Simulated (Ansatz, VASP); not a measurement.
**NaF: VASP beside Ansatz**

The input INCAR:

```
SYSTEM = NaF
ALGO     = Normal         ! electronic algorithm
EDIFF    = 1E-7           ! SCF threshold, eV
ENCUT    = 520            ! plane-wave cutoff, eV
GGA      = PE             ! functional
ISIF     = 2              ! what is computed and relaxed
ISMEAR   = -1             ! smearing method
LASPH    = .TRUE.         ! aspherical terms in the spheres
LCHARG   = .FALSE.        ! write CHGCAR
LREAL    = .FALSE.        ! projectors in reciprocal space
LWAVE    = .FALSE.        ! write WAVECAR
NBANDS   = 14             ! bands
NELM     = 80             ! most SCF steps
PREC     = Accurate       ! precision mode
SIGMA    = 0.02           ! smearing width, eV
```

KPOINTS

```
k-points
0
G
  10 10 10
  0 0 0
```

File POSCAR:

```
NaF
1.0
    2.8599701471      0.0000000000      0.0000000000
    0.0000000000      2.8599701471      0.0000000000
    0.0000000000      0.0000000000      2.8599701471
Na F
1 1
Direct
    0.0000000000      0.0000000000      0.0000000000
    0.5000000000      0.5000000000      0.5000000000
```

Input for Ansatz:

```yaml
crystal:
  lattice:
    - [2.8599701471, 0.0, 0.0]
    - [0.0, 2.8599701471, 0.0]
    - [0.0, 0.0, 2.8599701471]
  atoms:
    - { symbol: Na, position: [0.0, 0.0, 0.0] }
    - { symbol: F, position: [0.5, 0.5, 0.5] }
kpoints:
  mp_grid: { grid: [10, 10, 10] }
  band_path:
    path: [[0.0, 0.0, 0.0], [0.0, 0.5, 0.0], [0.5, 0.5, 0.0], [0.5, 0.5, 0.5]]
    npoints: 1
hamiltonian:
  xc: pbe
scf:
  occupations: { method: fermi_dirac, width: 0.02 }
  n_extra_bands: 4
output:
  forces: true
  stress: true
  eigenvalues: true
```

Change from the starting cell: hydrostatic strain +2.4%.

Alike in both runs: task single point; functional PBE; k mesh 10 × 10 × 10; occupations fermi-dirac, width 0.02 eV; no spin polarisation.

```csv
,VASP,Ansatz
version,VASP 6.6.1,Ansatz 0.2.0
potentials or method,"VASP PAW PBE potentials, release 64 (Na_pv, F)","plane waves, PAW"
plane-wave cutoff (eV),520,420
valence electrons in the cell,14,16
```

Ansatz gave:

```
gap on the k mesh at the Fermi level (eV) : 5.69
pressure (GPa)                            : 0.3
```

Task: Which values does VASP return?

Result: gap on the k mesh at the Fermi level (eV): 5.67; pressure (GPa): 0.1.

VASP's potentials hold 14 valence electrons a cell and Ansatz's 16, so a difference there can come from the potentials and not from the codes.
